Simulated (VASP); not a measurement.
# PdPtSe4 (P-3m1) in VASP: notebook, part 2 of 2

VASP 6.6.1. The steps go on from the part before.

### 5 Relaxation of cell and atoms, PBE

INCAR

```
SYSTEM = PdPtSe4
PREC = Accurate
ENCUT = 600
EDIFF = 1E-7
ISMEAR = 0
SIGMA = 0.1
LREAL = .False.
LASPH = .True.
NELM = 60
ALGO = Normal
ISIF = 3
LWAVE = .False.
LCHARG = .False.
GGA = PE
IBRION = 2
NSW = 100
EDIFFG = -0.01
```

KPOINTS

```
Automatic mesh
0
Gamma
  12 12 4
  0 0 0
```

POSCAR

```
PdPtSe4
1.0
    3.7932063000      0.0000000000      0.0000000000
   -1.8966031000      3.2850130000      0.0000000000
    0.0000000000      0.0000000000     10.3054044000
Pd Pt Se
1 1 4
Direct
    0.0000000000      0.0000000000      0.5000000000
    0.0000000000      0.0000000000      0.0000000000
    0.3333333000      0.6666667000      0.1251770000
    0.3333333000      0.6666667000      0.6246970000
    0.6666667000      0.3333333000      0.3753030000
    0.6666667000      0.3333333000      0.8748230000
```

Potentials or basis: VASP PAW PBE potentials, release 64 (Pd, Pt, Se).

Started as:

```console
> cat potpaw_PBE.64/Pd/POTCAR potpaw_PBE.64/Pt/POTCAR potpaw_PBE.64/Se/POTCAR > POTCAR
> mpirun -np 1 vasp_std > vasp.out
```

OUTCAR:

```text
SYSTEM = PdPtSe4
   PREC = Accurate
   ENCUT = 600
   EDIFF = 1E-7
   ISMEAR = 0
   LREAL = .False.
   LASPH = .True.
   NELM = 60
   ISIF = 3
   GGA = PE
   IBRION = 2
   NSW = 100
   EDIFFG = -0.01

 ion  position               nearest neighbor table
   1  0.000  0.000  0.500-   4 2.54   5 2.54   4 2.54   5 2.54   5 2.54   4 2.54
   2  0.000  0.000  0.000-   3 2.54   6 2.54   3 2.54   6 2.54   6 2.54   3 2.54
   3  0.333  0.667  0.125-   2 2.54   2 2.54   2 2.54
   4  0.333  0.667  0.625-   1 2.54   1 2.54   1 2.54
   5  0.667  0.333  0.375-   1 2.54   1 2.54   1 2.54
   6  0.667  0.333  0.875-   2 2.54   2 2.54   2 2.54

  LATTYP: Found a hexagonal cell.
 ALAT       =     3.7932063000
 C/A-ratio  =     2.7168056744

  Lattice vectors:

 A1 = (   3.7932063000,   0.0000000000,   0.0000000000)
 A2 = (  -1.8966031000,   3.2850130000,   0.0000000000)
 A3 = (   0.0000000000,   0.0000000000,  10.3054044000)

Analysis of symmetry for initial positions (statically):
=====================================================================
 Subroutine PRICEL returns:
 Original cell was already a primitive cell.

[... 177 lines left out ...]

 E-fermi :   5.4660     XC(G=0): -10.3219

 val. band max:        5.4598235370   @ k =  -0.1667   0.5000   0.2500
 cond. band min:       5.4685422287   @ k =  -0.2500  -0.4167   0.2500
 fundamental gap:      0.0087186917
 Fermi energy:         5.4659522812

 k-point     1 :       0.0000    0.0000    0.0000
  band No.  band energies     occupation
      1      -9.5176      2.00000
      2      -8.7371      2.00000
      3      -8.0207      2.00000
      4      -7.0015      2.00000
      5      -0.9169      2.00000
      6      -0.4329      2.00000
[... 685 lines left out ...]
     25       6.5268      0.00000
     26       7.2139      0.00000

 [... further k-points ...]
[... 5 lines left out ...]
  --------------------------------------------------------------------------------------
  -------------------------------------------------------------------------------------
  Total       -0.0153423     -0.0153423      0.0037315     -0.0000000      0.0000000      0.0000000
  in kB       -0.1914217     -0.1914217      0.0465576     -0.0000000      0.0000000      0.0000000
  external PRESSURE =      -0.1120953 kB  Pullay stress =       0.0000000 kB

 VOLUME and BASIS-vectors are now :
 -----------------------------------------------------------------------------
  energy-cutoff  :      600.00
  volume of cell :      128.41
      direct lattice vectors                 reciprocal lattice vectors
     3.793206300  0.000000000  0.000000000     0.263629215  0.152206395  0.000000000
    -1.896603100  3.285013000  0.000000000     0.000000000  0.304412798  0.000000000
     0.000000000  0.000000000 10.305404400     0.000000000  0.000000000  0.097036464

 POSITION                                       TOTAL-FORCE (eV/Angst)
 -----------------------------------------------------------------------------------
      0.00000      0.00000      5.15270        -0.000000      0.000000      0.000000
      0.00000      0.00000      0.00000        -0.000000      0.000000      0.000000
     -0.00000      2.19001      1.29000        -0.000000      0.000000      0.007504
     -0.00000      2.19001      6.43776        -0.000000      0.000000      0.009550
      1.89660      1.09500      3.86765         0.000000     -0.000000     -0.009550
      1.89660      1.09500      9.01540         0.000000     -0.000000     -0.007504
 -----------------------------------------------------------------------------------
    total drift:                               -0.000000     -0.000000      0.000000

  FREE ENERGIE OF THE ION-ELECTRON SYSTEM (eV)
  ---------------------------------------------------
  free  energy   TOTEN  =       -27.3038445565 eV

  energy  without entropy=      -27.2929247510  energy(sigma->0) =      -27.29838465

 reached required accuracy - stopping structural energy minimisation
```

OSZICAR:

```text
N       E                     dE             d eps       ncg     rms          rms(c)
DAV:   1     0.285368311319E+03    0.28537E+03   -0.21795E+04  3588   0.168E+03
DAV:   2    -0.991054625862E+01   -0.29528E+03   -0.29035E+03  4414   0.296E+02
DAV:   3    -0.282247962445E+02   -0.18314E+02   -0.17765E+02  4248   0.712E+01
DAV:   4    -0.286842106646E+02   -0.45941E+00   -0.45280E+00  4130   0.113E+01
DAV:   5    -0.286921432611E+02   -0.79326E-02   -0.79213E-02  4136   0.147E+00    0.151E+01
DAV:   6    -0.280010760112E+02    0.69107E+00   -0.11601E+01  3590   0.298E+01    0.108E+01
DAV:   7    -0.273413838192E+02    0.65969E+00   -0.31980E+00  3588   0.181E+01    0.474E+00
DAV:   8    -0.273361286094E+02    0.52552E-02   -0.48107E-01  3652   0.560E+00    0.163E+00
DAV:   9    -0.273063844094E+02    0.29744E-01   -0.11434E-01  3666   0.364E+00    0.624E-01
DAV:  10    -0.273036398049E+02    0.27446E-02   -0.20314E-02  3680   0.124E+00    0.180E-01
DAV:  11    -0.273037536687E+02   -0.11386E-03   -0.25575E-03  3852   0.342E-01    0.732E-02
DAV:  12    -0.273038335889E+02   -0.79920E-04   -0.24703E-04  3962   0.141E-01    0.342E-02
DAV:  13    -0.273038408618E+02   -0.72729E-05   -0.39066E-05  3684   0.469E-02    0.893E-03
DAV:  14    -0.273038443224E+02   -0.34606E-05   -0.41165E-06  4088   0.149E-02    0.319E-03
DAV:  15    -0.273038446201E+02   -0.29767E-06   -0.66312E-07  3834   0.604E-03    0.156E-03
DAV:  16    -0.273038445000E+02    0.12012E-06   -0.11340E-07  1802   0.276E-03    0.392E-04
DAV:  17    -0.273038445565E+02   -0.56452E-07   -0.34909E-08  1794   0.115E-03
   1 F= -.27303845E+02 E0= -.27298385E+02  d E =-.273038E+02
```

CONTCAR:

```text
PdPtSe4
   1.00000000000000
     3.7932063000000000    0.0000000000000000    0.0000000000000000
    -1.8966031000000001    3.2850130000000002    0.0000000000000000
     0.0000000000000000    0.0000000000000000   10.3054044000000005
  Pd              Pt              Se
     1     1     4
Direct
     0.0000000000000000    0.0000000000000000    0.5000000000000000
     0.0000000000000000    0.0000000000000000    0.0000000000000000
     0.3333332999999996    0.6666667000000004    0.1251770000000008
     0.3333332999999996    0.6666667000000004    0.6246969999999976
     0.6666667000000004    0.3333332999999996    0.3753030000000024
     0.6666667000000004    0.3333332999999996    0.8748229999999992

  0.00000000E+00  0.00000000E+00  0.00000000E+00
  0.00000000E+00  0.00000000E+00  0.00000000E+00
  0.00000000E+00  0.00000000E+00  0.00000000E+00
  0.00000000E+00  0.00000000E+00  0.00000000E+00
  0.00000000E+00  0.00000000E+00  0.00000000E+00
  0.00000000E+00  0.00000000E+00  0.00000000E+00
```

Wall time 6.3 min (1 thread of Intel Xeon 6975P-C, shared host); peak memory 0.47 GiB.

Results:

* Free energy: -27.3038 eV
* Pressure after relaxing: 0.0 GPa
* Largest force after relaxing: 0.010 eV/Å
* Band gap on the k mesh: zero (band 22 reaches 6.08 eV, above the bottom of band 23 at 5.38 eV)

Forces on the atoms (eV/Å):
```
Pd   0.000  0.000  0.000
Pt   0.000  0.000  0.000
Se   0.000  0.000  0.008
Se   0.000  0.000  0.010
Se   0.000  0.000 -0.010
Se   0.000  0.000 -0.008
```

Final structure:
```xyz
6
Lattice="3.7932 0.0000 0.0000 -1.8966 3.2850 0.0000 0.0000 0.0000 10.3054" Properties=species:S:1:pos:R:3 pbc="T T T"
Pd    0.0000    0.0000    5.1527
Pt    0.0000    0.0000    0.0000
Se    0.0000    2.1900    1.2900
Se    0.0000    2.1900    6.4378
Se    1.8966    1.0950    3.8676
Se    1.8966    1.0950    9.0154
```

Levels at points of the mesh, in eV from the Fermi level:
| k point | band 18 | band 19 | band 20 | band 21 | band 22 | band 23 | band 24 | band 25 | band 26 |
| --- | --- | --- | --- | --- | --- | --- | --- | --- | --- |
| (0.00, 0.00, 0.00) | -1.21 | -1.21 | -0.67 | -0.67 | 0.62 | 1.21 | 1.21 | 2.04 | 2.04 |
| (0.50, 0.00, 0.00) | -3.08 | -2.86 | -2.53 | -2.32 | -1.05 | 0.48 | 0.84 | 1.38 | 2.09 |
| (0.00, 0.00, 0.50) | -1.13 | -0.79 | -0.79 | -0.51 | -0.49 | 1.41 | 1.41 | 1.86 | 1.86 |
| (0.50, 0.00, 0.50) | -2.89 | -2.82 | -2.54 | -1.96 | -1.82 | 0.96 | 1.25 | 1.41 | 1.65 |

Caveat: the relaxation stopped at its first step, so nothing moved; spin-orbit coupling is left out, which moves the levels of the heavy elements.

### 6 The runs side by side

| task | spin | cell | k mesh | cutoff (eV) | gap on the mesh (eV) | pressure (GPa) | largest force (eV/Å) |
| --- | --- | --- | --- | --- | --- | --- | --- |
| single point | off | a = 3.793, b = 3.793, c = 10.305 Å, angles 90.0, 90.0, 120.0°, 6 atoms | 6 × 6 × 2 | 520 | none | 0.0 | 0.07 |
| single point | off | a = 3.793, b = 3.793, c = 10.305 Å, angles 90.0, 90.0, 120.0°, 6 atoms | 12 × 12 × 4 | 520 | none | 0.0 | 0.01 |
| single point | collinear, ferromagnetic start | a = 3.793, b = 3.793, c = 10.305 Å, angles 90.0, 90.0, 120.0°, 6 atoms | 6 × 6 × 2 | 520 | none | 0.0 | 0.07 |
| relaxation of cell and atoms | off | relaxed from a = 3.793, b = 3.793, c = 10.305 Å, angles 90.0, 90.0, 120.0°, 6 atoms | 12 × 12 × 4 | 600 | none | 0.0 | 0.01 |

Alike in all rows: level PBE; potentials or basis VASP PAW PBE potentials, release 64 (Pd, Pt, Se); smearing gaussian 0.1 eV.

Every run on the cell as given and a fine mesh finds a metal.

Caveats: spin-orbit coupling is left out, which moves the levels of the heavy elements; the relaxation stopped at its first step, so nothing moved (some runs).

Absolute energies hang on the potentials; compare differences alone.
